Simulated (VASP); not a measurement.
AlN, 2 atoms in the cell. It takes space group R-3m (No. 166, trigonal). The conventional cell has a = 2.635 Å, b = 2.635 Å, c = 7.065 Å, α = 90.00°, β = 90.00°, γ = 120.00°. Al (site symmetry -3m) has 6 N at 1.92 Å within 2.6 Å. N (site symmetry -3m) has 6 Al at 1.92 Å within 2.6 Å. 

```yaml
Program: VASP 6.6.1
Task: single point
Functional: PBE
Potentials_or_basis: VASP PAW PBE potentials, release 64 (Al, N)
Cutoff: 520 eV
k_mesh: 10 × 10 × 10
Occupations: gaussian, width 0.05 eV
Spin: no spin polarisation
Dipole_correction: no
Further_INCAR_settings: ALGO = Normal; EDIFF = 1e-07; NBANDS = 11
```

Potentials or basis: VASP PAW PBE potentials, release 64 (Al, N).

The run is started by

```sh
$ cat potpaw_PBE.64/Al/POTCAR potpaw_PBE.64/N/POTCAR > POTCAR
$ mpirun -np 1 vasp_std > vasp.out
```

Hardware: 1 thread of Intel Xeon 8259CL, on a shared host.

Problem. How long does it take, and how much memory?

Solution. Wall time 25 s on 1 thread of Intel Xeon 8259CL, with other jobs on the host, peak memory 0.14 GiB. Counts: scf iterations 12, k points 116.
